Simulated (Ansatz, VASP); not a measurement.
MnO in VASP and in Ansatz

Contents of INCAR:

```
SYSTEM = MnO
ALGO = Normal
EDIFF = 1E-6
ENCUT = 520
GGA = PS
ISIF = 2
ISMEAR = 0
ISPIN = 2
LASPH = .TRUE.
LCHARG = .FALSE.
LMAXMIX = 4
LORBIT = 11
LREAL = .FALSE.
LWAVE = .FALSE.
MAGMOM = 4.41 0.25
NBANDS = 20
NELM = 150
PREC = Accurate
SIGMA = 0.15
```

The input KPOINTS:

```
k-points
0
G
  18 18 18
  0 0 0
```

File POSCAR:

```
MnO
1.0
    0.0000000000      2.2220000000      2.2220000000
    2.2220000000      0.0000000000      2.2220000000
    2.2220000000      2.2220000000      0.0000000000
Mn O
1 1
Direct
    0.0000000000      0.0000000000      0.0000000000
    0.4324932493      0.5675067507      0.4324932493
```

Input for Ansatz:

```yaml
crystal:
  lattice:
    - [0.0, 2.222, 2.222]
    - [2.222, 0.0, 2.222]
    - [2.222, 2.222, 0.0]
  atoms:
    - { symbol: Mn, position: [0.0, 0.0, 0.0], spin: 4.41 }
    - { symbol: O, position: [0.4324932493, 0.5675067507, 0.4324932493], spin: 0.25 }
basis:
  ecutwfc: 420
kpoints:
  mp_grid: { grid: [18, 18, 18] }
hamiltonian:
  xc: pbesol
scf:
  occupations: { method: gaussian, width: 0.15 }
output:
  forces: true
  stress: true
  eigenvalues: true
  populations: true
magnetization:
  spin_polarized: true
```

Alike in both runs: task single point; functional PBEsol; k mesh 18 × 18 × 18; occupations gaussian, width 0.15 eV; collinear spin.

|  | VASP | Ansatz |
| --- | --- | --- |
| version | VASP 6.6.1 | Ansatz 0.2.0 |
| potentials or method | VASP PAW PBE potentials, release 64 (Mn_pv, O), cutoff 520 eV | scalar-relativistic, plane waves, PAW |
| valence electrons in the cell | 19 | 21 |

|  | VASP | Ansatz | Ansatz less VASP |
| --- | --- | --- | --- |
| gap on the k mesh at the Fermi level (eV) | none | none | - |
| pressure (GPa) | 2.6 | 2.2 | -0.37 |
| traceless stress, the component that is largest in VASP (GPa) | 11.95 | 11.64 | -0.310 |
| rms of the force components (eV/Å) | 0.892 | 0.859 | -0.0327 |
| net moment per atom (μB) | 2.43 | 2.43 | 0.000 |
| size of the moment on the site where the two differ most (μB) | 4.35 | 3.75 | -0.600 |

VASP's potentials were made for PBE, not for PBEsol. Site moments also hang on the region over which each program counts them. Atom by atom the forces differ by 0.033 eV/Å (rms over components). A gap of «none» marks a metal or a gap that the smearing closes. VASP's potentials hold 19 valence electrons a cell and Ansatz's 21, so a difference there can come from the potentials and not from the codes.
